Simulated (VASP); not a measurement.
CaO (sol):

```
Ca O
1.0
     3.99198    0.00000    0.00000
    -1.99599    3.45715    0.00000
     0.00000    0.00000    4.78484
Ca O
2 2
Direct
  0.33333 0.66667 0.75000
  0.66667 0.33333 0.25000
  0.33333 0.66667 0.25000
  0.66667 0.33333 0.75000
```

- Program: VASP 6.6.1
- Task: relaxation of cell and atoms
- Functional: PBEsol
- Potentials or basis: VASP PAW PBE potentials, release 64 (Ca_sv, O)
- Cutoff: 600 eV
- k mesh: 9 × 9 × 6
- Occupations: gaussian, width 0.02 eV
- Spin: no spin polarisation

At the start: pressure -1.9 GPa; volume 16.51 Å³/atom.

How do energy, volume and symmetry change on relaxing?

Over 7 steps the energy falls by 2.2 meV/atom and the volume is 16.15 Å³/atom (-2.2 %); space group P6_3/mmc (No. 194, to 0.05 Å).

The path:
```
step  energy change (eV)  largest force (eV/Å)  pressure (GPa)  volume (Å³)
   1              0.0000                0.0000           -1.93        66.03
   2             -0.0078                0.0000            0.68        64.15
   3             -0.0088                0.0000            0.00        64.61
   4             -0.0088                0.0000           -0.04        64.64
   5             -0.0088                0.0000           -0.03        64.64
   6             -0.0088                0.0000           -0.03        64.63
   7             -0.0088                0.0000            0.01        64.60
```

Final structure:
```cif
data_structure
_symmetry_space_group_name_H-M 'P 1'
_symmetry_Int_Tables_number 1
_cell_length_a 3.9625
_cell_length_b 3.9625
_cell_length_c 4.7507
_cell_angle_alpha 90.000
_cell_angle_beta 90.000
_cell_angle_gamma 120.000
_cell_volume 64.60
loop_
_atom_site_label
_atom_site_type_symbol
_atom_site_fract_x
_atom_site_fract_y
_atom_site_fract_z
_atom_site_occupancy
Ca1 Ca 0.33333 0.66667 0.75000 1
Ca2 Ca 0.66667 0.33333 0.25000 1
O1 O 0.33333 0.66667 0.25000 1
O2 O 0.66667 0.33333 0.75000 1
```

Caveat: the PAW data sets were made with another functional, which shifts forces and pressure a little.
